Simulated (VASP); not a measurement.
Here is a VASP 6.6.1 calculation.

File POSCAR:

```
LiTlSe2
1.0
    4.2639248130      0.0000000000      0.0000000000
    0.0000000000      4.2639248130      0.0000000000
    0.0000000000      0.0000000000      5.9802485926
Li Se Tl
1 2 1
Direct
    0.0000000000      0.0000000000      0.0000000000
    0.0000000000      0.5000000000      0.2292133967
    0.5000000000      0.0000000000      0.7707866033
    0.5000000000      0.5000000000      0.5000000000
```

The input INCAR.step1:

```
SYSTEM = LiTlSe2
ALGO = Normal
EDIFF = 1E-5
ENCUT = 650
GGA = PE
GGA_COMPAT = .False.
ISIF = 2
ISMEAR = -1
LASPH = .True.
LREAL = .False.
LWAVE = .True.
NBANDS = 22
NELM = 120
PREC = Accurate
SIGMA = 0.05
```

INCAR.step2

```
SYSTEM = LiTlSe2
ALGO = Normal
EDIFF = 1E-6
ENCUT = 650
GGA = PE
GGA_COMPAT = .False.
HFSCREEN = 0.2079
ISIF = 2
ISMEAR = -1
ISTART = 1
LASPH = .True.
LCHARG = .True.
LELF = .True.
LHFCALC = .True.
LREAL = .False.
LVHAR = .True.
LWAVE = .False.
NBANDS = 22
NELM = 120
PREC = Accurate
PRECFOCK = Normal
SIGMA = 0.05
```

File KPOINTS:

```
k-points
0
Gamma
  4 4 2
  0 0 0
```

Potentials or basis: VASP PAW PBE potentials, release 64 (Li_sv, Se, Tl_d).

Command:

```sh
$ cat potpaw_PBE.64/Li_sv/POTCAR potpaw_PBE.64/Se/POTCAR potpaw_PBE.64/Tl_d/POTCAR > POTCAR
$ cp INCAR.step1 INCAR
$ mpirun -np 1 vasp_std > vasp.out
$ cp INCAR.step2 INCAR
$ mpirun -np 1 vasp_std > vasp.out
```

Predict the band gap on the k mesh.

1.17 eV.

Estimate the pressure.

-0.4 GPa.

What does it give for the largest force?

0.123 eV/Å.

Forces in eV/Å, atoms in the order of the input:
```
Li   0.000  0.000  0.000
Se   0.000  0.000  0.123
Se   0.000  0.000 -0.123
Tl   0.000  0.000  0.000
```

Caveat: the k points lie up to 0.53 Å⁻¹ apart; the PAW data sets were made with another functional, which shifts forces and pressure a little; spin-orbit coupling is left out, which moves the levels of the heavy elements. A k mesh can miss the band edges.
